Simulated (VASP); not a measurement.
# TaF3 (Pm-3m) in VASP: further runs

Runs on TaF3. Level: PBE+D3(BJ). Tasks: single point, relaxation of cell and atoms.

All numbers are computed with VASP 6.6.1; they aren't measurements. Logs are shortened: lines on timing, memory, paths and dates and some standing lists are left out, and cuts for length are marked.

### 1 The cell of the first run

Symmetry: Pm-3m, No. 221, cubic system. Conventional cell: a = 4.109 Å, b = 4.109 Å, c = 4.109 Å, α = 90.00°, β = 90.00°, γ = 90.00°. Ta (site symmetry m-3m) has 6 F at 2.05 Å within 2.7 Å. Within 2.7 Å of F (site symmetry 4/mmm) lie 2 Ta at 2.05 Å.

### 2 Single point, PBE+D3(BJ)

The input, INCAR:

```
SYSTEM = TaF3
ALGO = Normal ; EDIFF = 1E-6
ENCUT = 520 ; GGA = PE
ISIF = 2 ; ISMEAR = 0
IVDW = 12 ; LASPH = .True.
LCHARG = .False. ; LREAL = .False.
LWAVE = .False. ; NBANDS = 24
NELM = 100 ; PREC = Accurate
SIGMA = 0.1
```

The input, KPOINTS:

```
k-points
0
Gamma
  8 8 8
  0 0 0
```

The input, POSCAR:

```
TaF3
1.0
    4.1088393486      0.0000000000      0.0000000000
    0.0000000000      4.1088393486      0.0000000000
    0.0000000000      0.0000000000      4.1088393486
Ta F
1 3
Direct
    0.0000000000      0.0000000000      0.0000000000
    0.5000000000      0.0000000000      0.0000000000
    0.0000000000      0.5000000000      0.0000000000
    0.0000000000      0.0000000000      0.5000000000
```

Potentials or basis: VASP PAW PBE potentials, release 64 (Ta_pv, F).

On the command line:

```
> cat potpaw_PBE.64/Ta_pv/POTCAR potpaw_PBE.64/F/POTCAR > POTCAR
> mpirun -np 1 vasp_std > vasp.out
```

OUTCAR:

```text
SYSTEM = TaF3
   EDIFF = 1E-6
   ENCUT = 520
   GGA = PE
   ISIF = 2
   ISMEAR = 0
   IVDW = 12
   LASPH = .True.
   LREAL = .False.
   NELM = 100
   PREC = Accurate
 IVDW          = 12

 ion  position               nearest neighbor table
   1  0.000  0.000  0.000-   2 2.05   3 2.05   4 2.05   4 2.05   3 2.05   2 2.05
   2  0.500  0.000  0.000-   1 2.05   1 2.05
   3  0.000  0.500  0.000-   1 2.05   1 2.05
   4  0.000  0.000  0.500-   1 2.05   1 2.05

  LATTYP: Found a simple cubic cell.
 ALAT       =     4.1088393486

  Lattice vectors:

 A1 = (   4.1088393486,   0.0000000000,   0.0000000000)
 A2 = (   0.0000000000,   4.1088393486,   0.0000000000)
 A3 = (   0.0000000000,   0.0000000000,   4.1088393486)

Analysis of symmetry for initial positions (statically):
=====================================================================
 Subroutine PRICEL returns:
 Original cell was already a primitive cell.

 Routine SETGRP: Setting up the symmetry group for a
 simple cubic supercell.

 Subroutine GETGRP returns: Found 48 space group operations
 (whereof 48 operations were pure point group operations)
 out of a pool of 48 trial point group operations.

The static configuration has the point symmetry O_h .

Analysis of symmetry for dynamics (positions and initial velocities):
=====================================================================
 Subroutine PRICEL returns:
 Original cell was already a primitive cell.

 Routine SETGRP: Setting up the symmetry group for a
 simple cubic supercell.

 Subroutine GETGRP returns: Found 48 space group operations
 (whereof 48 operations were pure point group operations)
 out of a pool of 48 trial point group operations.

The dynamic configuration has the point symmetry O_h .

 Subroutine INISYM returns: Found 48 space group operations
 (whereof 48 operations are pure point group operations),
 and found     1 'primitive' translations

----------------------------------------------------------------------------------------

                                     Primitive cell

  volume of cell :      69.3677

  direct lattice vectors                    reciprocal lattice vectors
     4.108839349  0.000000000  0.000000000     0.243377732  0.000000000  0.000000000
     0.000000000  4.108839349  0.000000000     0.000000000  0.243377732  0.000000000
     0.000000000  0.000000000  4.108839349     0.000000000  0.000000000  0.243377732

  length of vectors
     4.108839349  4.108839349  4.108839349     0.243377732  0.243377732  0.243377732

  position of ions in fractional coordinates (direct lattice)
     0.000000000  0.000000000  0.000000000
     0.500000000  0.000000000  0.000000000
     0.000000000  0.500000000  0.000000000
     0.000000000  0.000000000  0.500000000

  ion indices of the primitive-cell ions
   primitive index   ion index
                 1           1
                 2           2
                 3           3
                 4           4

----------------------------------------------------------------------------------------

 KPOINTS: k-points

Automatic generation of k-mesh.
 Grid dimensions read from file:
 generate k-points for:    8    8    8

 Generating k-lattice:

  Cartesian coordinates                     Fractional coordinates (reciprocal lattice)
     0.030422216  0.000000000  0.000000000     0.125000000  0.000000000  0.000000000
     0.000000000  0.030422216  0.000000000     0.000000000  0.125000000  0.000000000
     0.000000000  0.000000000  0.030422216     0.000000000  0.000000000  0.125000000

  Length of vectors
     0.030422216  0.030422216  0.030422216

  Shift w.r.t. Gamma in fractional coordinates (k-lattice)
     0.000000000  0.000000000  0.000000000

 Subroutine IBZKPT returns following result:
 ===========================================

 Found     35 irreducible k-points:

 Following reciprocal coordinates:
            Coordinates               Weight
  0.000000  0.000000  0.000000      1.000000
  0.125000  0.000000  0.000000      6.000000
  0.250000  0.000000  0.000000      6.000000
  0.375000  0.000000  0.000000      6.000000
  0.500000  0.000000  0.000000      3.000000
  0.125000  0.125000  0.000000     12.000000
[... 16 lines left out ...]
  0.375000  0.375000  0.125000     24.000000
  0.500000  0.375000  0.125000     24.000000
 [... further k-points ...]
   k-points           NKPTS =     35   k-points in BZ     NKDIM =     35   number of bands    NBANDS=     24
   number of dos      NEDOS =    301   number of ions     NIONS =      4
   total plane-waves  NPLWV =  32768
   dimension x,y,z NGX =    32 NGY =   32 NGZ =   32
   dimension x,y,z NGXF=    64 NGYF=   64 NGZF=   64
   ions per type =               1   3
   NGX,Y,Z   is equivalent  to a cutoff of  12.95, 12.95, 12.95 a.u.
   NGXF,Y,Z  is equivalent  to a cutoff of  25.89, 25.89, 25.89 a.u.
 SYSTEM =  TaF3
   PREC   = accura    normal or accurate (medium, high low for compatibility)
   ISTART =      0    job   : 0-new  1-cont  2-samecut
   ICHARG =      2    charge: 1-file 2-atom 10-const
   ISPIN  =      1    spin polarized calculation?
   LNONCOLLINEAR =      F non collinear calculations
   LSORBIT =      F    spin-orbit coupling
   LASPH  =      T    aspherical Exc in radial PAW
   ENCUT  =  520.0 eV  38.22 Ry    6.18 a.u.   7.64  7.64  7.64*2*pi/ulx,y,z
   NELM   =    100;   NELMIN=  2; NELMDL= -5     # of ELM steps
   EDIFF  = 0.1E-05   stopping-criterion for ELM
   LREAL  =      F    real-space projection
   EDIFFG = 0.1E-04   stopping-criterion for IOM
   NSW    =      0    number of steps for IOM
   IBRION =     -1    ionic relax: 0-MD 1-quasi-New 2-CG
   NFREE  =      0    steps in history (QN), initial steepest desc. (CG)
   ISIF   =      2    stress and relaxation
   ISYM   =      2    0-nonsym 1-usesym 2-fastsym
   POTIM  = 0.5000    time-step for ionic-motion
   TEBEG  =    0.0;   TEEND  =   0.0 temperature during run
   PSTRESS=    0.0 pullay stress
   NELECT =      32.0000    total number of electrons
   NUPDOWN=      -1.0000    fix difference up-down
   EMIN   =  10.00;   EMAX   =-10.00  energy-range for DOS
   EFERMI =   0.00;   METHOD = LEGACY
   ISMEAR =     0;   SIGMA  =   0.10  broadening in eV -4-tet -1-fermi 0-gaus
   EFERMI_NEDOS =   21; number of points for ismear=-14 and -15
   IALGO  =     38    algorithm
   IMIX   =      4    mixing-type and parameters
     AMIX     =   0.40;   BMIX     =  1.00
     AMIX_MAG =   1.60;   BMIX_MAG =  1.00
  volume/ion in A,a.u.               =      17.34       117.03
  Fermi-wavevector in a.u.,A,eV,Ry     =   1.264947  2.390403 21.770559  1.600091
  Thomas-Fermi vector in A             =   2.398226
   LORBIT       =      0    0 simple, 1 ext, 2 COOP (PROOUT), +10 PAW based schemes
   GGA     = PE    functional components
   LHFCALC =     F    Hartree Fock is set to
   AEXX    =    0.0000 exact exchange contribution
   IVDW    =    12    specifies the selected vdW correction
   LEPSILON=     F    determine dielectric tensor
   LRPA    =     F    only Hartree local field effects (RPA)
 non-spin polarized calculation
 Gauss-broadening in eV      SIGMA  =   0.10
  energy-cutoff  :      520.00
  volume of cell :       69.37
 maximum number of plane-waves:      1888
 NGX is ok and might be reduce to    32
   NGX = 15   NGY = 15   NGZ = 15

 number of electron      32.0000036 magnetization

 Free energy of the ion-electron system (eV)
  ---------------------------------------------------
  ext. energy  EPLUGINS =         0.00000000
  ---------------------------------------------------
  free energy    TOTEN  =       -26.80196184 eV

  energy without entropy =      -26.79598682  energy(sigma->0) =      -26.79897433

 E-fermi :   3.3947     XC(G=0):  -8.3380

 val. band max:        3.2555012334   @ k =   0.5000   0.2500   0.1250
 cond. band min:       3.4555271696   @ k =   0.1250   0.0000   0.0000
 fundamental gap:      0.2000259361
 Fermi energy:         3.3946861296

 k-point     1 :       0.0000    0.0000    0.0000
  band No.  band energies     occupation
      1     -33.5544      2.00000
      2     -33.5544      2.00000
      3     -33.5544      2.00000
      4     -24.3658      2.00000
      5     -24.0809      2.00000
      6     -24.0809      2.00000
[... 16 lines left out ...]
     23      12.1739      0.00000
     24      12.1739      0.00000

 k-point     2 :       0.1250    0.0000    0.0000
  band No.  band energies     occupation
      1     -33.5800      2.00000
      2     -33.5540      2.00000
      3     -33.5540      2.00000
      4     -24.3329      2.00000
      5     -24.0801      2.00000
      6     -24.0183      2.00000
[... 16 lines left out ...]
     23      11.6248      0.00000
     24      12.2861      0.00000

 k-point     3 :       0.2500    0.0000    0.0000
  band No.  band energies     occupation
      1     -33.6405      2.00000
      2     -33.5531      2.00000
      3     -33.5531      2.00000
      4     -24.2903      2.00000
      5     -24.0788      2.00000
      6     -23.8241      2.00000
[... 16 lines left out ...]
     23      11.9040      0.00000
     24      12.5762      0.00000

 k-point     4 :       0.3750    0.0000    0.0000
  band No.  band energies     occupation
      1     -33.6994      2.00000
      2     -33.5522      2.00000
      3     -33.5522      2.00000
      4     -24.2718      2.00000
      5     -24.0773      2.00000
      6     -23.5994      2.00000
[... 16 lines left out ...]
     23      12.4585      0.00000
     24      12.9009      0.00000

 k-point     5 :       0.5000    0.0000    0.0000
  band No.  band energies     occupation
      1     -33.7233      2.00000
      2     -33.5519      2.00000
      3     -33.5519      2.00000
      4     -24.2674      2.00000
      5     -24.0766      2.00000
      6     -23.5014      2.00000
[... 451 lines left out ...]
 k-point    22 :       0.5000    0.2500    0.1250
  band No.  band energies     occupation
      1     -33.7215      2.00000
      2     -33.6374      2.00000
      3     -33.5761      2.00000
      4     -24.0907      2.00000
      5     -23.8246      2.00000
      6     -23.4987      2.00000
[... 16 lines left out ...]
     23      11.0829      0.00000
     24      11.3801      0.00000

 k-point    23 :       0.3750    0.3750    0.1250
  band No.  band energies     occupation
      1     -33.6967      2.00000
      2     -33.6964      2.00000
      3     -33.5755      2.00000
      4     -24.0790      2.00000
      5     -23.6093      2.00000
      6     -23.5846      2.00000
[... 16 lines left out ...]
     23       9.3094      0.00000
     24      11.2065      0.00000

 k-point    24 :       0.5000    0.3750    0.1250
  band No.  band energies     occupation
      1     -33.7205      2.00000
      2     -33.6962      2.00000
      3     -33.5752      2.00000
      4     -24.0756      2.00000
      5     -23.5964      2.00000
      6     -23.4971      2.00000
[... 16 lines left out ...]
     23       9.7330      0.00000
     24      10.5322      0.00000

 [... further k-points ...]

------------------------ aborting loop because EDIFF is reached ----------------------------------------

 Edisp (eV)   -0.41460

 E8    (eV) :    -0.1685

  FORCE on cell =-STRESS in cart. coord.  units (eV):
  Direction    XX          YY          ZZ          XY          YZ          ZX
  --------------------------------------------------------------------------------------
  -------------------------------------------------------------------------------------
  Total       0.03470     0.03470     0.03470     0.00000    -0.00000     0.00000
  in kB       0.80145     0.80145     0.80145     0.00000    -0.00000     0.00000
  external pressure =        0.80 kB  Pullay stress =        0.00 kB

 VOLUME and BASIS-vectors are now :
 -----------------------------------------------------------------------------
  energy-cutoff  :      520.00
  volume of cell :       69.37
      direct lattice vectors                 reciprocal lattice vectors
     4.108839349  0.000000000  0.000000000     0.243377732  0.000000000  0.000000000
     0.000000000  4.108839349  0.000000000     0.000000000  0.243377732  0.000000000
     0.000000000  0.000000000  4.108839349     0.000000000  0.000000000  0.243377732

 POSITION                                       TOTAL-FORCE (eV/Angst)
 -----------------------------------------------------------------------------------
      0.00000      0.00000      0.00000         0.000000      0.000000      0.000000
      2.05442      0.00000      0.00000         0.000000      0.000000      0.000000
      0.00000      2.05442      0.00000         0.000000      0.000000      0.000000
      0.00000      0.00000      2.05442         0.000000      0.000000      0.000000
 -----------------------------------------------------------------------------------
    total drift:                                0.000000      0.000000     -0.000000

  FREE ENERGIE OF THE ION-ELECTRON SYSTEM (eV)
  ---------------------------------------------------
  free  energy   TOTEN  =       -27.2165580204 eV

  energy  without entropy=      -27.2105830027  energy(sigma->0) =      -27.21357051
```

Wall time 17 s (1 thread of Intel Xeon 6975P-C (Granite Rapids), shared host); peak memory 0.21 GiB.

What came out:

- Free energy: -27.2166 eV
- Pressure: 0.1 GPa
- Band gap on the k mesh: zero (bands 16 and 17 overlap by 2.25 eV)
- Dispersion energy per atom: -0.104 eV

Levels at points of the mesh, in eV from the Fermi level:
| k point | band 12 | band 13 | band 14 | band 15 | band 16 | band 17 | band 18 | band 19 | band 20 | band 21 |
| --- | --- | --- | --- | --- | --- | --- | --- | --- | --- | --- |
| (0.00, 0.00, 0.00) | -8.21 | -8.15 | -8.15 | -8.15 | -0.95 | -0.95 | -0.95 | -0.16 | 1.83 | 1.83 |
| (0.50, 0.00, 0.00) | -8.70 | -8.25 | -8.18 | -8.18 | -0.89 | 0.25 | 0.25 | 1.76 | 1.91 | 2.80 |
| (0.50, 0.50, 0.00) | -8.74 | -8.46 | -8.46 | -7.63 | 0.32 | 0.32 | 1.15 | 2.28 | 5.08 | 5.08 |
| (0.50, 0.50, 0.50) | -9.81 | -7.63 | -7.63 | -7.63 | 1.30 | 1.30 | 1.30 | 4.44 | 5.86 | 5.86 |

Caveat: spin-orbit coupling is left out, which moves the levels of the heavy elements.

### 3 Relaxation of cell and atoms, PBE+D3(BJ)

This run uses another cell than the first one, of 17.30 Å³/atom.

The input, INCAR:

```
SYSTEM = TaF3
ALGO = Normal
EDIFF = 1E-7
EDIFFG = -0.02
ENCUT = 600
GGA = PE
IBRION = 2
ISIF = 3
ISMEAR = 0
IVDW = 12
LASPH = .True.
LCHARG = .False.
LREAL = .False.
LWAVE = .False.
NELM = 100
NSW = 90
PREC = Accurate
SIGMA = 0.1
```

KPOINTS is that of step 2.

The input, POSCAR:

```
TaF3
1.0
    4.1052792118      0.0000000000      0.0000000000
    0.0000000000      4.1052792118      0.0000000000
    0.0000000000      0.0000000000      4.1052792118
Ta F
1 3
Direct
    0.0000000000      0.0000000000      0.0000000000
    0.5000000000      0.0000000000      0.0000000000
    0.0000000000      0.5000000000      0.0000000000
    0.0000000000      0.0000000000      0.5000000000
```

Potentials or basis: VASP PAW PBE potentials, release 64 (Ta_pv, F).

On the command line:

```
> cat potpaw_PBE.64/Ta_pv/POTCAR potpaw_PBE.64/F/POTCAR > POTCAR
> mpirun -np 1 vasp_std > vasp.out
```

Run time: 50 s. Hardware: 1 thread of Intel Xeon 6975P-C (Granite Rapids), shared host; peak memory 0.25 GiB.

The run converged. Its results:

* Free energy: -27.2224 eV
* Relaxed volume: 17.34 Å³/atom
* Relaxed cell: a = 4.109 Å, b = 4.109 Å, c = 4.109 Å, α = 90.00°, β = 90.00°, γ = 90.00°
* Space group after relaxing (to 0.1 Å): Pm-3m (No. 221)
* Energy gained by relaxing: 0.0 meV/atom
* Ionic steps: 3
* Pressure after relaxing: 0.0 GPa
* Band gap on the k mesh: zero (bands 16 and 17 overlap by 2.25 eV)
* Dispersion energy per atom: -0.104 eV

Step by step:
| step | energy change (eV) | largest force (eV/Å) | pressure (GPa) | volume (Å³) |
| --- | --- | --- | --- | --- |
| 1 | 0.0000 | 0.0000 | 0.28 | 69.19 |
| 2 | -0.0001 | 0.0000 | -0.19 | 69.49 |
| 3 | -0.0002 | 0.0000 | 0.00 | 69.37 |

Final structure:
```
CELL_PARAMETERS angstrom
4.10879 0.00000 0.00000
0.00000 4.10879 0.00000
0.00000 0.00000 4.10879
ATOMIC_POSITIONS crystal
Ta 0.00000 0.00000 0.00000
F 0.50000 0.00000 0.00000
F 0.00000 0.50000 0.00000
F 0.00000 0.00000 0.50000
```

Levels at points of the mesh, in eV from the Fermi level:
| k point | band 14 | band 15 | band 16 | band 17 | band 18 | band 19 |
| --- | --- | --- | --- | --- | --- | --- |
| (0.00, 0.00, 0.00) | -8.15 | -8.15 | -0.95 | -0.95 | -0.95 | -0.16 |
| (0.50, 0.00, 0.00) | -8.18 | -8.18 | -0.88 | 0.25 | 0.25 | 1.76 |
| (0.50, 0.50, 0.00) | -8.46 | -7.63 | 0.32 | 0.32 | 1.15 | 2.28 |
| (0.50, 0.50, 0.50) | -7.63 | -7.63 | 1.30 | 1.30 | 1.30 | 4.44 |

Caveat: spin-orbit coupling is left out, which moves the levels of the heavy elements.
